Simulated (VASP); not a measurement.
# B3As2 (Cmmm) in VASP: relaxation of cell and atoms with PBE

Aim: the relaxation of cell and atoms of B3As2 with PBE.

Everything below comes from runs of VASP 6.6.1. Logs are shortened: lines on timing, memory, paths and dates and some standing lists are left out, and cuts for length are marked.

### Step 1. The cell of the first run

Symmetry: Cmmm, No. 65, orthorhombic system. The conventional cell has a = 3.931 Å, b = 7.025 Å, c = 5.975 Å, α = 90.00°, β = 90.00°, γ = 90.00°. Within 1.9 Å of B (site symmetry 2mm) lie 1 B at 1.41 Å and 2 As at 1.67 Å. Within 4.1 Å of B (site symmetry mmm) lie 10 B at 3.07 to 4.02 Å and 12 As at 3.74 to 3.84 Å. As (site symmetry m2m) has 2 B at 1.67 Å and 1 As at 2.20 Å within 2.2 Å.

The cell was generated, and may not be a known phase.

### Step 2. Relaxation of cell and atoms, PBE

Contents of INCAR:

```
SYSTEM = B3As2
PREC = Accurate
ENCUT = 560
EDIFF = 1E-7
ISMEAR = 0
SIGMA = 0.1
LREAL = .False.
LASPH = .True.
NELM = 120
ALGO = Normal
ISIF = 3
LWAVE = .False.
LCHARG = .False.
GGA = PE
IBRION = 2
NSW = 90
EDIFFG = -0.04
GGA_COMPAT = .False.
NELMIN = 4
```

Contents of KPOINTS:

```
Automatic mesh
0
Gamma
  6 6 4
  0 0 0
```

Contents of POSCAR:

```
B3As2
1.0
    1.9654700400     -3.5124110200      0.0000000000
    1.9654700400      3.5124110200      0.0000000000
    0.0000000000      0.0000000000      5.9746691300
B As
3 2
Direct
    0.6796362100      0.6796362100      0.5000000000
    0.3203637900      0.3203637900      0.5000000000
    0.5000000000      0.5000000000      0.0000000000
    0.8435039400      0.1564960600      0.5000000000
    0.1564960600      0.8435039400      0.5000000000
```

Potentials or basis: VASP PAW PBE potentials, release 64 (B, As_d).

Run with:

```bash
$ cat potpaw_PBE.64/B/POTCAR potpaw_PBE.64/As_d/POTCAR > POTCAR
$ mpirun -np 1 vasp_std > vasp.out
```

OUTCAR:

```text
SYSTEM = B3As2
   PREC = Accurate
   ENCUT = 560
   EDIFF = 1E-7
   ISMEAR = 0
   LREAL = .False.
   LASPH = .True.
   NELM = 120
   ISIF = 3
   GGA = PE
   IBRION = 2
   NSW = 90
   EDIFFG = -0.04
   NELMIN = 4

 ion  position               nearest neighbor table
   1  0.680  0.680  0.500-   2 1.41   4 1.67   5 1.67   4 2.51   5 2.51
   2  0.320  0.320  0.500-   1 1.41   4 1.67   5 1.67   5 2.51   4 2.51
   3  0.500  0.500  0.000-
   4  0.844  0.156  0.500-   1 1.67   2 1.67   5 2.20   5 2.36   5 2.36   2 2.51   1 2.51
   5  0.156  0.844  0.500-   1 1.67   2 1.67   4 2.20   4 2.36   4 2.36   2 2.51   1 2.51

  LATTYP: Found a base centered orthorhombic cell.
 ALAT       =     3.9309400800
 B/A-ratio  =     1.7870590487
 C/A-ratio  =     1.5199084719

  Lattice vectors:

 A1 = (   1.9654700400,  -3.5124110200,   0.0000000000)
 A2 = (   1.9654700400,   3.5124110200,   0.0000000000)
 A3 = (   0.0000000000,   0.0000000000,   5.9746691300)

Analysis of symmetry for initial positions (statically):
=====================================================================
 Subroutine PRICEL returns:
 Original cell was already a primitive cell.

 Routine SETGRP: Setting up the symmetry group for a
 base centered orthorhombic supercell.

 Subroutine GETGRP returns: Found  8 space group operations
 (whereof  8 operations were pure point group operations)
 out of a pool of  8 trial point group operations.

The static configuration has the point symmetry D_2h.

Analysis of symmetry for dynamics (positions and initial velocities):
=====================================================================
 Subroutine PRICEL returns:
 Original cell was already a primitive cell.

 Routine SETGRP: Setting up the symmetry group for a
 base centered orthorhombic supercell.

 Subroutine GETGRP returns: Found  8 space group operations
 (whereof  8 operations were pure point group operations)
 out of a pool of  8 trial point group operations.

The dynamic configuration has the point symmetry D_2h.

 Subroutine INISYM returns: Found  8 space group operations
 (whereof  8 operations are pure point group operations),
 and found     1 'primitive' translations

----------------------------------------------------------------------------------------

                                     Primitive cell

  volume of cell :      82.4927

  direct lattice vectors                    reciprocal lattice vectors
     1.965470040 -3.512411020  0.000000000     0.254392074 -0.142352361  0.000000000
     1.965470040  3.512411020  0.000000000     0.254392074  0.142352361  0.000000000
     0.000000000  0.000000000  5.974669130     0.000000000  0.000000000  0.167373285

  length of vectors
     4.024935236  4.024935236  5.974669130     0.291512473  0.291512473  0.167373285

  position of ions in fractional coordinates (direct lattice)
     0.679636210  0.679636210  0.500000000
     0.320363790  0.320363790  0.500000000
     0.500000000  0.500000000  0.000000000
     0.843503940  0.156496060  0.500000000
     0.156496060  0.843503940  0.500000000

  ion indices of the primitive-cell ions
   primitive index   ion index
                 1           1
                 2           2
                 3           3
                 4           4
                 5           5

----------------------------------------------------------------------------------------

 KPOINTS: Automatic mesh

Automatic generation of k-mesh.
 Grid dimensions read from file:
 generate k-points for:    6    6    4

 Generating k-lattice:

  Cartesian coordinates                     Fractional coordinates (reciprocal lattice)
     0.042398679 -0.023725393  0.000000000     0.166666667  0.000000000  0.000000000
     0.042398679  0.023725393  0.000000000     0.000000000  0.166666667  0.000000000
     0.000000000  0.000000000  0.041843321     0.000000000  0.000000000  0.250000000

  Length of vectors
     0.048585412  0.048585412  0.041843321

  Shift w.r.t. Gamma in fractional coordinates (k-lattice)
     0.000000000  0.000000000  0.000000000

 Subroutine IBZKPT returns following result:
 ===========================================

 Found     39 irreducible k-points:

 Following reciprocal coordinates:
            Coordinates               Weight
  0.000000  0.000000  0.000000      1.000000
  0.166667  0.000000  0.000000      4.000000
  0.333333 -0.000000  0.000000      4.000000
  0.500000  0.000000  0.000000      2.000000
  0.166667  0.166667  0.000000      2.000000
  0.333333  0.166667  0.000000      4.000000
[... 16 lines left out ...]
  0.333333  0.333333  0.250000      4.000000
  0.500000  0.333333  0.250000      8.000000
 [... further k-points ...]
   k-points           NKPTS =     39   k-points in BZ     NKDIM =     39   number of bands    NBANDS=     23
   number of dos      NEDOS =    301   number of ions     NIONS =      5
   total plane-waves  NPLWV =  49152
   dimension x,y,z NGX =    32 NGY =   32 NGZ =   48
   dimension x,y,z NGXF=    64 NGYF=   64 NGZF=   96
   ions per type =               3   2
   NGX,Y,Z   is equivalent  to a cutoff of  13.22, 13.22, 13.36 a.u.
   NGXF,Y,Z  is equivalent  to a cutoff of  26.43, 26.43, 26.71 a.u.
 SYSTEM =  B3As2
   PREC   = accura    normal or accurate (medium, high low for compatibility)
   ISTART =      0    job   : 0-new  1-cont  2-samecut
   ICHARG =      2    charge: 1-file 2-atom 10-const
   ISPIN  =      1    spin polarized calculation?
   LNONCOLLINEAR =      F non collinear calculations
   LSORBIT =      F    spin-orbit coupling
   LASPH  =      T    aspherical Exc in radial PAW
   ENCUT  =  560.0 eV  41.16 Ry    6.42 a.u.   7.77  7.77 11.53*2*pi/ulx,y,z
   NELM   =    120;   NELMIN=  4; NELMDL= -5     # of ELM steps
   EDIFF  = 0.1E-06   stopping-criterion for ELM
   LREAL  =      F    real-space projection
   EDIFFG = -.4E-01   stopping-criterion for IOM
   NSW    =     90    number of steps for IOM
   IBRION =      2    ionic relax: 0-MD 1-quasi-New 2-CG
   NFREE  =      1    steps in history (QN), initial steepest desc. (CG)
   ISIF   =      3    stress and relaxation
   ISYM   =      2    0-nonsym 1-usesym 2-fastsym
   POTIM  = 0.5000    time-step for ionic-motion
   TEBEG  =    0.0;   TEEND  =   0.0 temperature during run
   PSTRESS=    0.0 pullay stress
   NELECT =      39.0000    total number of electrons
   NUPDOWN=      -1.0000    fix difference up-down
   EMIN   =  10.00;   EMAX   =-10.00  energy-range for DOS
   EFERMI =   0.00;   METHOD = LEGACY
   ISMEAR =     0;   SIGMA  =   0.10  broadening in eV -4-tet -1-fermi 0-gaus
   EFERMI_NEDOS =   21; number of points for ismear=-14 and -15
   IALGO  =     38    algorithm
   IMIX   =      4    mixing-type and parameters
     AMIX     =   0.40;   BMIX     =  1.00
     AMIX_MAG =   1.60;   BMIX_MAG =  1.00
  volume/ion in A,a.u.               =      16.50       111.34
  Fermi-wavevector in a.u.,A,eV,Ry     =   1.275336  2.410035 22.129617  1.626481
  Thomas-Fermi vector in A             =   2.408054
   LORBIT       =      0    0 simple, 1 ext, 2 COOP (PROOUT), +10 PAW based schemes
   GGA     = PE    functional components
   LHFCALC =     F    Hartree Fock is set to
   AEXX    =    0.0000 exact exchange contribution
   IVDW    =     0    specifies the selected vdW correction
   LEPSILON=     F    determine dielectric tensor
   LRPA    =     F    only Hartree local field effects (RPA)
 conjugate gradient relaxation of ions
 non-spin polarized calculation
 Gauss-broadening in eV      SIGMA  =   0.10
  energy-cutoff  :      560.00
  volume of cell :       82.49
 maximum number of plane-waves:      2514
   NGX = 15   NGY = 15   NGZ = 23

--------------------------------------- Ionic step        1  -------------------------------------------

 number of electron      39.0000002 magnetization

 Free energy of the ion-electron system (eV)
  ---------------------------------------------------
  ext. energy  EPLUGINS =         0.00000000
  ---------------------------------------------------
  free energy    TOTEN  =       -11.79349579 eV

  energy without entropy =      -11.77797648  energy(sigma->0) =      -11.78573613

------------------------ aborting loop because EDIFF is reached ----------------------------------------

  FORCE on cell =-STRESS in cart. coord.  units (eV):
  Direction    XX          YY          ZZ          XY          YZ          ZX
  --------------------------------------------------------------------------------------
  -------------------------------------------------------------------------------------
  Total       59.9938104     44.1369163     -3.7516168      0.0000000      0.0000000      0.0000000
  in kB     1165.2025163    857.2291974    -72.8640724      0.0000000      0.0000000      0.0000000
  external PRESSURE =     649.8558804 kB  Pullay stress =       0.0000000 kB
[... 1998 lines left out ...]
     22       5.2840      0.00000
     23       7.1532      0.00000

 [... further k-points ...]

[... ionic steps 4 to 83 ...]

--------------------------------------- Ionic step       84  -------------------------------------------

 number of electron      38.9999960 magnetization

------------------------ aborting loop because EDIFF is reached ----------------------------------------

  FORCE on cell =-STRESS in cart. coord.  units (eV):
  Direction    XX          YY          ZZ          XY          YZ          ZX
  --------------------------------------------------------------------------------------
  -------------------------------------------------------------------------------------
  Total        0.3405794     -0.1604298     -0.3588945      0.0000000      0.0000000      0.0000000
  in kB        7.1822263     -3.3831861     -7.5684611      0.0000000      0.0000000      0.0000000
  external PRESSURE =      -1.2564736 kB  Pullay stress =       0.0000000 kB
[... 63 lines left out ...]
  energy  without entropy=      -27.0127777062  energy(sigma->0) =      -27.01588263

--------------------------------------- Ionic step       86  -------------------------------------------

 number of electron      38.9999976 magnetization

 Free energy of the ion-electron system (eV)
  ---------------------------------------------------
  ext. energy  EPLUGINS =         0.00000000
  ---------------------------------------------------
  free energy    TOTEN  =       -27.01986137 eV

  energy without entropy =      -27.01358761  energy(sigma->0) =      -27.01672449

 E-fermi :   3.2931     XC(G=0): -10.1020

 val. band max:        3.2649363829   @ k =   0.5000   0.3333   0.2500
 cond. band min:       3.3496547656   @ k =  -0.3333   0.3333   0.2500
 fundamental gap:      0.0847183828
 Fermi energy:         3.2931270681

 k-point     1 :       0.0000    0.0000    0.0000
  band No.  band energies     occupation
      1     -32.9582      2.00000
      2     -32.8924      2.00000
      3     -32.8827      2.00000
      4     -32.8633      2.00000
      5     -32.8576      2.00000
      6     -32.8352      2.00000
[... 647 lines left out ...]
  FREE ENERGIE OF THE ION-ELECTRON SYSTEM (eV)
  ---------------------------------------------------
  free  energy   TOTEN  =       -27.0198613667 eV

  energy  without entropy=      -27.0135876062  energy(sigma->0) =      -27.01672449

 reached required accuracy - stopping structural energy minimisation
```

Wall time 52 min (1 thread of Intel Xeon Platinum 8559C (Emerald Rapids), shared host); peak memory 0.29 GiB.

Results:

* Free energy: -27.0199 eV
* Relaxed volume: 15.10 Å³/atom
* Relaxed cell: a = 5.621 Å, b = 5.621 Å, c = 2.847 Å, α = 90.00°, β = 90.00°, γ = 122.91°
* Space group after relaxing (to 0.1 Å): Cmmm (No. 65)
* Pressure after relaxing: 0.0 GPa
* Largest force after relaxing: 0.029 eV/Å
* Band gap on the k mesh: zero (an odd number of electrons rules out a gap without spin polarisation)

Forces in eV/Å, atoms in the order of the input:
```
B    0.024  0.000  0.000
B   -0.024  0.000  0.000
B    0.000  0.000  0.000
As   0.000 -0.029  0.000
As   0.000  0.029  0.000
```

Final structure:
```cif
data_structure
_symmetry_space_group_name_H-M 'P 1'
_symmetry_Int_Tables_number 1
_cell_length_a 5.6212
_cell_length_b 5.6212
_cell_length_c 2.8469
_cell_angle_alpha 90.000
_cell_angle_beta 90.000
_cell_angle_gamma 122.914
_cell_volume 75.52
loop_
_atom_site_label
_atom_site_type_symbol
_atom_site_fract_x
_atom_site_fract_y
_atom_site_fract_z
_atom_site_occupancy
B1 B 0.66354 0.66354 0.50000 1
B2 B 0.33646 0.33646 0.50000 1
B3 B 0.50000 0.50000 0.00000 1
As1 As 0.87439 0.12561 0.50000 1
As2 As 0.12561 0.87439 0.50000 1
```

Levels at points of the mesh, in eV from the Fermi level:
```
           k point  band 18  band 19  band 20  band 21  band 22  band 23
(0.00, 0.00, 0.00)    -2.97     1.20     2.56     3.25     3.64     4.86
(0.50, 0.00, 0.00)    -2.58     0.14     1.29     2.37     3.02     5.54
(0.50, 0.50, 0.00)    -2.57     0.34     0.41     3.20     3.80     3.82
(0.00, 0.00, 0.50)    -3.34    -3.05    -1.83    -0.54     1.47     3.76
(0.50, 0.00, 0.50)    -3.37    -1.93    -1.80     0.94     1.86     2.23
(0.50, 0.50, 0.50)    -3.86    -1.97    -0.87     0.61     1.99     2.95
```

Caveat: a cell axis changed by over 15 % at a fixed basis, so the end point is rough; an odd number of electrons without spin polarisation forces a metal; a magnetic or distorted state may lie lower.

The gap in the log of VASP goes by the Fermi energy; the results here count the filled bands.